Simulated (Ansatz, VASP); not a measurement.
One calculation of Os, two programs

```
Os
1.0
     4.32351    0.00000    0.00000
    -2.16176    3.74427    0.00000
     0.00000    0.00000    2.72614
Os
3
Cartesian
  0.0000 0.0000 0.0000
  0.0000 2.4962 1.3631
  2.1618 1.2481 1.3631
```

Alike in both runs: functional PBE; k mesh 6 × 6 × 6; occupations gaussian, width 0.1 eV; no spin polarisation.

Ansatz relaxed the structure, and its values are those at the end. VASP's run is a single point on that final structure, the one shown.

|  | VASP | Ansatz |
| --- | --- | --- |
| version | VASP 6.6.1 | Ansatz 0.2.0 |
| potentials or method | VASP PAW PBE potentials, release 64 (Os), cutoff 520 eV | scalar-relativistic, plane waves, PAW |
| valence electrons in the cell | 24 | 48 |

|  | VASP | Ansatz | Ansatz less VASP |
| --- | --- | --- | --- |
| gap on the k mesh at the Fermi level (eV) | none | none | - |
| pressure (GPa) | -0.3 | 0.0 | +0.26 |

A gap of «none» marks a metal or a gap that the smearing closes. With one functional, cell and mesh, what is left measures potentials, basis and numerics. VASP's potentials hold 24 valence electrons a cell and Ansatz's 48, so a difference there can come from the potentials and not from the codes.

The k mesh is coarse, so the values compare programs but aren't converged. Neither program's run includes spin-orbit coupling.
